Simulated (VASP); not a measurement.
# CoO in VASP: a series of runs

CoO is run at these levels: PBEsol, PBE; tasks: single point.

Everything below comes from runs of VASP 6.6.1. Logs are shortened: lines on timing, memory, paths and dates and some standing lists are left out, and cuts for length are marked.

## Step 1: The cell of the first run

Symmetry: P6_3mc, No. 186, hexagonal system. Conventional cell: a = 2.661 Å, b = 2.661 Å, c = 5.967 Å, α = 90.00°, β = 90.00°, γ = 120.00°. Co (site symmetry 3m) has 4 O at 1.82 to 1.93 Å within 2.4 Å. Within 2.4 Å of O (site symmetry 3m) lie 4 Co at 1.82 to 1.93 Å.

## Step 2: Single point, PBEsol, collinear spin, ferromagnetic start

The input, INCAR:

```
PREC = Accurate
ENCUT = 520
EDIFF = 1E-6
ISMEAR = -1
SIGMA = 0.05
LREAL = F
LASPH = T
NELM = 150
ALGO = Normal
ISIF = 2
LWAVE = F
LCHARG = F
ISPIN = 2
MAGMOM = 2 2 0 0
LORBIT = 11
LMAXMIX = 4
GGA = PS
NBANDS = 27
```

The input, KPOINTS:

```
Automatic mesh
0
Gamma
  10 10 5
```

The input, POSCAR:

```
CoO
1.0
    2.6609327329      0.0000000000      0.0000000000
   -1.3304663665      2.3044353444      0.0000000000
    0.0000000000      0.0000000000      5.9671367861
Co O
2 2
Direct
    0.3333333333      0.6666666667      0.5348837705
    0.0000000000      0.0000000000      0.0348834718
    0.3333333333      0.6666666667      0.8401169643
    0.0000000000      0.0000000000      0.3401167934
```

Potentials or basis: VASP PAW PBE potentials, release 64 (Co, O).

Started as:

```
cat potpaw_PBE.64/Co/POTCAR potpaw_PBE.64/O/POTCAR > POTCAR
mpirun -np 1 vasp_std > vasp.out
```

OUTCAR:

```text
PREC = Accurate
   ENCUT = 520
   EDIFF = 1E-6
   ISMEAR = -1
   LREAL = F
   LASPH = T
   NELM = 150
   ISIF = 2
   ISPIN = 2
   LORBIT = 11
   GGA = PS

 ion  position               nearest neighbor table
   1  0.333  0.667  0.535-   3 1.82   4 1.93   4 1.93   4 1.93
   2  0.000  0.000  0.035-   4 1.82   3 1.93   3 1.93   3 1.93
   3  0.333  0.667  0.840-   1 1.82   2 1.93   2 1.93   2 1.93
   4  0.000  0.000  0.340-   2 1.82   1 1.93   1 1.93   1 1.93

  LATTYP: Found a hexagonal cell.
 ALAT       =     2.6609327329
 C/A-ratio  =     2.2424981708

  Lattice vectors:

 A1 = (   2.6609327329,   0.0000000000,   0.0000000000)
 A2 = (  -1.3304663665,   2.3044353444,   0.0000000000)
 A3 = (   0.0000000000,   0.0000000000,   5.9671367861)

Analysis of symmetry for initial positions (statically):
=====================================================================
 Subroutine PRICEL returns:
 Original cell was already a primitive cell.

 Routine SETGRP: Setting up the symmetry group for a
 hexagonal supercell.

 Subroutine GETGRP returns: Found 12 space group operations
 (whereof  6 operations were pure point group operations)
 out of a pool of 24 trial point group operations.

The static configuration has the point symmetry C_3v.
 The point group associated with its full space group is C_6v.

Analysis of symmetry for dynamics (positions and initial velocities):
=====================================================================
 Subroutine PRICEL returns:
 Original cell was already a primitive cell.

 Routine SETGRP: Setting up the symmetry group for a
 hexagonal supercell.

 Subroutine GETGRP returns: Found 12 space group operations
 (whereof  6 operations were pure point group operations)
 out of a pool of 24 trial point group operations.

The dynamic configuration has the point symmetry C_3v.
 The point group associated with its full space group is C_6v.

Analysis of structural, dynamic, and magnetic symmetry:
=====================================================================
 Subroutine PRICEL returns:
 Original cell was already a primitive cell.

 Routine SETGRP: Setting up the symmetry group for a
 hexagonal supercell.

 Subroutine GETGRP returns: Found 12 space group operations
 (whereof  6 operations were pure point group operations)
 out of a pool of 24 trial point group operations.

The overall configuration has the point symmetry C_3v.
 The point group associated with its full space group is C_6v.

 Subroutine INISYM returns: Found 12 space group operations
 (whereof  6 operations are pure point group operations),
 and found     1 'primitive' translations

----------------------------------------------------------------------------------------

                                     Primitive cell

  volume of cell :      36.5902

  direct lattice vectors                    reciprocal lattice vectors
     2.660932733  0.000000000  0.000000000     0.375808072  0.216972892  0.000000000
    -1.330466367  2.304435344  0.000000000     0.000000000  0.433945783  0.000000000
     0.000000000  0.000000000  5.967136786     0.000000000  0.000000000  0.167584561

  length of vectors
     2.660932733  2.660932733  5.967136786     0.433945783  0.433945783  0.167584561

  position of ions in fractional coordinates (direct lattice)
     0.333333333  0.666666667  0.534883771
     0.000000000  0.000000000  0.034883472
     0.333333333  0.666666667  0.840116964
     0.000000000  0.000000000  0.340116793

  ion indices of the primitive-cell ions
   primitive index   ion index
                 1           1
                 2           2
                 3           3
                 4           4

----------------------------------------------------------------------------------------

 KPOINTS: Automatic mesh

Automatic generation of k-mesh.
 Grid dimensions read from file:
 generate k-points for:   10   10    5

 Generating k-lattice:

  Cartesian coordinates                     Fractional coordinates (reciprocal lattice)
     0.037580807  0.021697289  0.000000000     0.100000000  0.000000000  0.000000000
     0.000000000  0.043394578  0.000000000     0.000000000  0.100000000  0.000000000
     0.000000000  0.000000000  0.033516912     0.000000000  0.000000000  0.200000000

  Length of vectors
     0.043394578  0.043394578  0.033516912

  Shift w.r.t. Gamma in fractional coordinates (k-lattice)
     0.000000000  0.000000000  0.000000000

 Subroutine IBZKPT returns following result:
 ===========================================

 Found     42 irreducible k-points:

 Following reciprocal coordinates:
            Coordinates               Weight
  0.000000  0.000000  0.000000      1.000000
  0.100000  0.000000  0.000000      6.000000
  0.200000  0.000000  0.000000      6.000000
  0.300000  0.000000  0.000000      6.000000
  0.400000  0.000000  0.000000      6.000000
  0.500000  0.000000  0.000000      3.000000
[... 16 lines left out ...]
  0.300000  0.100000  0.200000     24.000000
  0.400000  0.100000  0.200000     24.000000
 [... further k-points ...]
   k-points           NKPTS =     42   k-points in BZ     NKDIM =     42   number of bands    NBANDS=     27
   number of dos      NEDOS =    301   number of ions     NIONS =      4
   total plane-waves  NPLWV =  19200
   dimension x,y,z NGX =    20 NGY =   20 NGZ =   48
   dimension x,y,z NGXF=    40 NGYF=   40 NGZF=   96
   ions per type =               2   2
   NGX,Y,Z   is equivalent  to a cutoff of  12.50, 12.50, 13.37 a.u.
   NGXF,Y,Z  is equivalent  to a cutoff of  24.99, 24.99, 26.75 a.u.
 SYSTEM =  unknown system
   PREC   = accura    normal or accurate (medium, high low for compatibility)
   ISTART =      0    job   : 0-new  1-cont  2-samecut
   ICHARG =      2    charge: 1-file 2-atom 10-const
   ISPIN  =      2    spin polarized calculation?
   LNONCOLLINEAR =      F non collinear calculations
   LSORBIT =      F    spin-orbit coupling
   LASPH  =      T    aspherical Exc in radial PAW
   ENCUT  =  520.0 eV  38.22 Ry    6.18 a.u.   4.95  4.95 11.09*2*pi/ulx,y,z
   NELM   =    150;   NELMIN=  2; NELMDL= -5     # of ELM steps
   EDIFF  = 0.1E-05   stopping-criterion for ELM
   LREAL  =      F    real-space projection
   EDIFFG = 0.1E-04   stopping-criterion for IOM
   NSW    =      0    number of steps for IOM
   IBRION =     -1    ionic relax: 0-MD 1-quasi-New 2-CG
   NFREE  =      0    steps in history (QN), initial steepest desc. (CG)
   ISIF   =      2    stress and relaxation
   ISYM   =      2    0-nonsym 1-usesym 2-fastsym
   POTIM  = 0.5000    time-step for ionic-motion
   TEBEG  =    0.0;   TEEND  =   0.0 temperature during run
   PSTRESS=    0.0 pullay stress
   NELECT =      30.0000    total number of electrons
   NUPDOWN=      -1.0000    fix difference up-down
   EMIN   =  10.00;   EMAX   =-10.00  energy-range for DOS
   EFERMI =   0.00;   METHOD = LEGACY
   ISMEAR =    -1;   SIGMA  =   0.05  broadening in eV -4-tet -1-fermi 0-gaus
   EFERMI_NEDOS =   21; number of points for ismear=-14 and -15
   IALGO  =     38    algorithm
   IMIX   =      4    mixing-type and parameters
     AMIX     =   0.40;   BMIX     =  1.00
     AMIX_MAG =   1.60;   BMIX_MAG =  1.00
  volume/ion in A,a.u.               =       9.15        61.73
  Fermi-wavevector in a.u.,A,eV,Ry     =   1.532241  2.895516 31.943252  2.347763
  Thomas-Fermi vector in A             =   2.639474
   LORBIT       =     11    0 simple, 1 ext, 2 COOP (PROOUT), +10 PAW based schemes
   GGA     = PS    functional components
   LHFCALC =     F    Hartree Fock is set to
   AEXX    =    0.0000 exact exchange contribution
   IVDW    =     0    specifies the selected vdW correction
   LEPSILON=     F    determine dielectric tensor
   LRPA    =     F    only Hartree local field effects (RPA)
 spin polarized calculation
  energy-cutoff  :      520.00
  volume of cell :       36.59
 maximum number of plane-waves:      1005
 NGX is ok and might be reduce to    20
   NGX =  9   NGY =  9   NGZ = 23

 number of electron      30.0000009 magnetization       2.4215673

 Free energy of the ion-electron system (eV)
  ---------------------------------------------------
  ext. energy  EPLUGINS =         0.00000000
  ---------------------------------------------------
  free energy    TOTEN  =       -28.39652852 eV

  energy without entropy =      -28.36031972  energy(sigma->0) =      -28.37842412

 E-fermi :   8.1164     XC(G=0): -12.9335

 val. band max:        8.1112864863   @ k =   0.3000   0.0000   0.0000
 cond. band min:       8.1197344325   @ k =   0.3000   0.3000   0.0000
 fundamental gap:      0.0084479462
 Fermi energy:         8.1164270022

 spin component 1

 k-point     1 :       0.0000    0.0000    0.0000
  band No.  band energies     occupation
      1     -12.9112      1.00000
      2     -12.2472      1.00000
      3      -0.7215      1.00000
      4       0.6432      1.00000
      5       3.1351      1.00000
      6       3.1351      1.00000
[... 19 lines left out ...]
     26      29.3539      0.00000
     27      29.3539      0.00000
[... 667 lines left out ...]
      5       1.3033      1.00000
      6       1.4354      1.00000
[... 19 lines left out ...]
     26      25.6053      0.00000
     27      26.1736      0.00000

 [... further k-points ...]

 spin component 2

 k-point     1 :       0.0000    0.0000    0.0000
  band No.  band energies     occupation
      1     -12.7419      1.00000
      2     -12.0690      1.00000
      3      -0.5942      1.00000
      4       1.0646      1.00000
      5       3.7386      1.00000
      6       3.7386      1.00000
[... 19 lines left out ...]
     26      29.4706      0.00000
     27      29.4706      0.00000
[... 667 lines left out ...]
      5       1.6066      1.00000
      6       1.7926      1.00000
[... 19 lines left out ...]
     26      25.7756      0.00000
     27      26.3953      0.00000

 [... further k-points ...]

------------------------ aborting loop because EDIFF is reached ----------------------------------------

  FORCE on cell =-STRESS in cart. coord.  units (eV):
  Direction    XX          YY          ZZ          XY          YZ          ZX
  --------------------------------------------------------------------------------------
  -------------------------------------------------------------------------------------
  Total       -0.1782764     -0.1782764     -1.3023906      0.0000000      0.0000000      0.0000000
  in kB       -7.8062069     -7.8062069    -57.0279042      0.0000000      0.0000000      0.0000000
  external PRESSURE =     -24.2134393 kB  Pullay stress =       0.0000000 kB

 VOLUME and BASIS-vectors are now :
 -----------------------------------------------------------------------------
  energy-cutoff  :      520.00
  volume of cell :       36.59
      direct lattice vectors                 reciprocal lattice vectors
     2.660932733  0.000000000  0.000000000     0.375808072  0.216972892  0.000000000
    -1.330466367  2.304435344  0.000000000     0.000000000  0.433945783  0.000000000
     0.000000000  0.000000000  5.967136786     0.000000000  0.000000000  0.167584561

 POSITION                                       TOTAL-FORCE (eV/Angst)
 -----------------------------------------------------------------------------------
     -0.00000      1.53629      3.19172         0.000000     -0.000000     -0.734439
      0.00000      0.00000      0.20815        -0.000000     -0.000000     -0.734439
     -0.00000      1.53629      5.01309        -0.000000      0.000000      0.734439
      0.00000      0.00000      2.02952         0.000000     -0.000000      0.734439
 -----------------------------------------------------------------------------------
    total drift:                               -0.000000      0.000000      0.000902

  FREE ENERGIE OF THE ION-ELECTRON SYSTEM (eV)
  ---------------------------------------------------
  free  energy   TOTEN  =       -28.3965285189 eV

  energy  without entropy=      -28.3603197213  energy(sigma->0) =      -28.37842412

 total charge

# of ion       s       p       d       tot
------------------------------------------
    1        0.408   0.587   7.314   8.308
    2        0.408   0.587   7.314   8.308
    3        1.566   3.400   0.000   4.966
    4        1.566   3.400   0.000   4.966
--------------------------------------------------
tot          3.949   7.972  14.628  26.549

 magnetization (x)

# of ion       s       p       d       tot
------------------------------------------
    1        0.001   0.002   1.105   1.108
    2        0.001   0.002   1.105   1.108
    3        0.012   0.080   0.000   0.093
    4        0.012   0.080   0.000   0.093
--------------------------------------------------
tot          0.026   0.164   2.211   2.401
```

Run time: 2.6 min. Hardware: 1 thread of AMD EPYC 7R43 (Zen 3), shared host; peak memory 0.16 GiB.

Results:

```yaml
Free_energy: -28.3965 eV
Pressure: -2.4 GPa
Largest_force: 0.734 eV/Å
Net_moment: 2.42 μB per cell
Site_moments: Co +1.11; O +0.09 μB
Valence_electrons_inside_the_program's_atomic_spheres: Co 8.31; O 4.97
```

Forces in eV/Å, atoms in the order of the input:
```
Co   0.000  0.000 -0.734
Co   0.000  0.000 -0.734
O    0.000  0.000  0.734
O    0.000  0.000  0.734
```

Levels at points of the mesh, in eV from the Fermi level:
Spin up:
```tsv
k point	band 14	band 15	band 16	band 17	band 18	band 19
(0.00, 0.00, 0.00)	-1.76	-0.81	-0.81	0.60	0.60	2.19
(0.50, 0.00, 0.00)	-1.10	-1.00	-0.44	-0.25	0.73	5.68
```
Spin down:
```
           k point  band 10  band 11  band 12  band 13  band 14  band 15  band 16  band 17  band 18  band 19
(0.00, 0.00, 0.00)    -1.42    -1.27    -1.27    -0.84    -0.84     0.09     0.09     1.53     1.53     2.94
(0.50, 0.00, 0.00)    -1.66    -1.08    -0.53    -0.37     0.05     0.27     0.66     0.94     1.65     5.95
```

Caveat: the PAW data sets were made with another functional, which shifts forces and pressure a little; semilocal functionals often make such compounds metallic where correlation or magnetic order opens a gap, which also shifts bond lengths.

## Step 3: Single point, PBEsol, collinear spin, ferromagnetic start

This run uses another cell than the first one, of 10.60 Å³/atom, 1.159 times its volume.

The input, INCAR:

```
SYSTEM = CoO
ALGO     = Normal         ! electronic algorithm
EDIFF    = 1E-6           ! SCF threshold, eV
ENCUT    = 520            ! plane-wave cutoff, eV
GGA      = PS             ! functional
ISIF     = 2              ! what is computed and relaxed
ISMEAR   = -1             ! smearing method
ISPIN    = 2              ! spin polarisation
LASPH    = .True.         ! aspherical terms in the spheres
LCHARG   = .False.        ! write CHGCAR
LMAXMIX  = 4              ! l up to which the mixer works
LORBIT   = 11             ! projections on sites
LREAL    = .False.        ! projectors in reciprocal space
LWAVE    = .False.        ! write WAVECAR
MAGMOM   = 2 2 0 0        ! initial moments
NBANDS   = 27             ! bands
NELM     = 150            ! most SCF steps
PREC     = Accurate       ! precision mode
SIGMA    = 0.05           ! smearing width, eV
```

The input, KPOINTS:

```
k-points
0
Gamma
  10 10 5
  0 0 0
```

The input, POSCAR:

```
CoO
1.0
    3.0533872889      0.0000000000      0.0000000000
   -1.5266936445      2.6443109598      0.0000000000
    0.0000000000      0.0000000000      5.2506643577
Co O
2 2
Direct
    0.3333333333      0.6666666667      0.5094831059
    0.0000000000      0.0000000000      0.0094860814
    0.3333333333      0.6666666667      0.8655147503
    0.0000000000      0.0000000000      0.3655170624
```

Potentials or basis: VASP PAW PBE potentials, release 64 (Co, O).

Started as:

```
cat potpaw_PBE.64/Co/POTCAR potpaw_PBE.64/O/POTCAR > POTCAR
mpirun -np 1 vasp_std > vasp.out
```

OUTCAR:

```text
SYSTEM = CoO
   EDIFF = 1E-6
   ENCUT = 520
   GGA = PS
   ISIF = 2
   ISMEAR = -1
   ISPIN = 2
   LASPH = .True.
   LORBIT = 11
   LREAL = .False.
   NELM = 150
   PREC = Accurate

 ion  position               nearest neighbor table
   1  0.333  0.667  0.509-   3 1.87   4 1.92   4 1.92   4 1.92
   2  0.000  0.000  0.009-   4 1.87   3 1.92   3 1.92   3 1.92
   3  0.333  0.667  0.866-   1 1.87   2 1.92   2 1.92   2 1.92
   4  0.000  0.000  0.366-   2 1.87   1 1.92   1 1.92   1 1.92

  LATTYP: Found a hexagonal cell.
 ALAT       =     3.0533872889
 C/A-ratio  =     1.7196195113

  Lattice vectors:

 A1 = (   3.0533872889,   0.0000000000,   0.0000000000)
 A2 = (  -1.5266936445,   2.6443109598,   0.0000000000)
 A3 = (   0.0000000000,   0.0000000000,   5.2506643577)

Analysis of symmetry for initial positions (statically):
=====================================================================
 Subroutine PRICEL returns:
 Original cell was already a primitive cell.

 Routine SETGRP: Setting up the symmetry group for a
 hexagonal supercell.

[... 1638 lines left out ...]
     27      24.1491      0.00000

 [... further k-points ...]
[... 5 lines left out ...]
  --------------------------------------------------------------------------------------
  -------------------------------------------------------------------------------------
  Total       -1.5448012     -1.5448012      0.2138793      0.0000000     -0.0000000      0.0000000
  in kB      -58.3813983    -58.3813983      8.0829630      0.0000000     -0.0000000      0.0000000
  external PRESSURE =     -36.2266112 kB  Pullay stress =       0.0000000 kB

 VOLUME and BASIS-vectors are now :
 -----------------------------------------------------------------------------
  energy-cutoff  :      520.00
  volume of cell :       42.39
      direct lattice vectors                 reciprocal lattice vectors
     3.053387289  0.000000000  0.000000000     0.327505130  0.189085175  0.000000000
    -1.526693644  2.644310960  0.000000000     0.000000000  0.378170350  0.000000000
     0.000000000  0.000000000  5.250664358     0.000000000  0.000000000  0.190452090

 POSITION                                       TOTAL-FORCE (eV/Angst)
 -----------------------------------------------------------------------------------
     -0.00000      1.76287      2.67512         0.000000      0.000000     -0.276531
      0.00000      0.00000      0.04981        -0.000000      0.000000     -0.276531
     -0.00000      1.76287      4.54453         0.000000      0.000000      0.276531
      0.00000      0.00000      1.91921         0.000000     -0.000000      0.276531
 -----------------------------------------------------------------------------------
    total drift:                                0.000000     -0.000000     -0.000820

  FREE ENERGIE OF THE ION-ELECTRON SYSTEM (eV)
  ---------------------------------------------------
  free  energy   TOTEN  =       -28.3750144709 eV

  energy  without entropy=      -28.3342588146  energy(sigma->0) =      -28.35463664

 total charge

# of ion       s       p       d       tot
------------------------------------------
    1        0.372   0.508   7.295   8.175
    2        0.372   0.508   7.295   8.175
    3        1.551   3.425   0.000   4.976
    4        1.551   3.425   0.000   4.976
--------------------------------------------------
tot          3.846   7.865  14.590  26.301

 magnetization (x)

# of ion       s       p       d       tot
------------------------------------------
    1        0.011   0.043   1.739   1.793
    2        0.011   0.043   1.739   1.793
    3        0.017   0.169   0.000   0.186
    4        0.017   0.169   0.000   0.186
--------------------------------------------------
tot          0.056   0.423   3.479   3.958
```

Run time: 2 min. Hardware: 1 thread of AMD EPYC 7R43 (Zen 3), shared host; peak memory 0.18 GiB.

Results:

```yaml
Free_energy: -28.3750 eV
Pressure: -3.6 GPa
Largest_force: 0.277 eV/Å
Net_moment: 4.06 μB per cell
Site_moments: Co +1.79; O +0.19 μB
Valence_electrons_inside_the_program's_atomic_spheres: Co 8.18; O 4.98
```

Forces on the atoms (eV/Å):
```
Co   0.000  0.000 -0.277
Co   0.000  0.000 -0.277
O    0.000  0.000  0.277
O    0.000  0.000  0.277
```

Stress tensor (GPa, compression positive):
```
-5.84  0.00  0.00
 0.00 -5.84  0.00
 0.00  0.00  0.81
```

Caveat: the PAW data sets were made with another functional, which shifts forces and pressure a little; semilocal functionals often make such compounds metallic where correlation or magnetic order opens a gap, which also shifts bond lengths.

(Continued in part 2 of 2.)
